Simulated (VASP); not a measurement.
Set up this calculation in VASP 6.6.1, as the native input.

```
Task                   : single point
Functional             : revPBE
Potentials or basis    : VASP PAW PBE potentials, release 64 (Ni, Mo_sv, Pd, Ir, W_sv)
Cutoff                 : 520 eV
k mesh                 : 7 × 7 × 5
Occupations            : fermi-dirac, width 0.05 eV
Spin                   : collinear spin, ferromagnetic start
Starting moments       : [1.0, 1.0, 0.0, 0.6, 0.0] μB
Dipole correction      : no
Further INCAR settings : ALGO = Normal; EDIFF = 1e-06; NBANDS = 40
```

The structure of NiMoIrPdW lies in POSCAR:

```
NiMoIrPdW
1.0
    4.1467000000      0.0000000000      0.0000000000
   -2.0733500000      3.5911500000      0.0000000000
    0.0000000000      0.0000000000      5.4162900000
Ni Mo Pd Ir W
1 1 1 1 1
Direct
    0.0000000000      0.0000000000      0.0222100000
    0.6666700000      0.3333300000      0.4599600000
    0.3333300000      0.6666700000      0.7460100000
    0.3333300000      0.6666700000      0.2564100000
    0.6666700000      0.3333300000      0.9998500000
```

The input as run:

INCAR

```
SYSTEM = NiMoIrPdW
PREC = Accurate
ENCUT = 520
EDIFF = 1E-6
ISMEAR = -1
SIGMA = 0.05
LREAL = .False.
LASPH = .True.
NELM = 150
ALGO = Normal
ISIF = 2
LWAVE = .False.
LCHARG = .False.
ISPIN = 2
MAGMOM = 1 1 0 0.6 0
LORBIT = 11
LMAXMIX = 4
GGA = RE
NBANDS = 40
```

KPOINTS

```
regular mesh
0
Gamma
  7 7 5
  0 0 0
```

Potentials or basis: VASP PAW PBE potentials, release 64 (Ni, Mo_sv, Pd, Ir, W_sv).

Command:

```bash
$ cat potpaw_PBE.64/Ni/POTCAR potpaw_PBE.64/Mo_sv/POTCAR potpaw_PBE.64/Pd/POTCAR potpaw_PBE.64/Ir/POTCAR potpaw_PBE.64/W_sv/POTCAR > POTCAR
$ mpirun -np 1 vasp_std > vasp.out
```

Results of the run:

* Pressure: 2.9 GPa
* Largest force: 0.213 eV/Å
* Net moment: 0.00 μB per cell
* Valence electrons inside the program's atomic spheres: Ni 9.44; Mo 12.37; Pd 9.59; Ir 8.43; W 12.07

Caveat: the PAW data sets were made with another functional, which shifts forces and pressure a little.

Run time: 3.9 min on 1 thread of Intel(R) Xeon(R) 6975P-C (Granite Rapids), with other jobs on the host, peak memory 0.54 GiB.
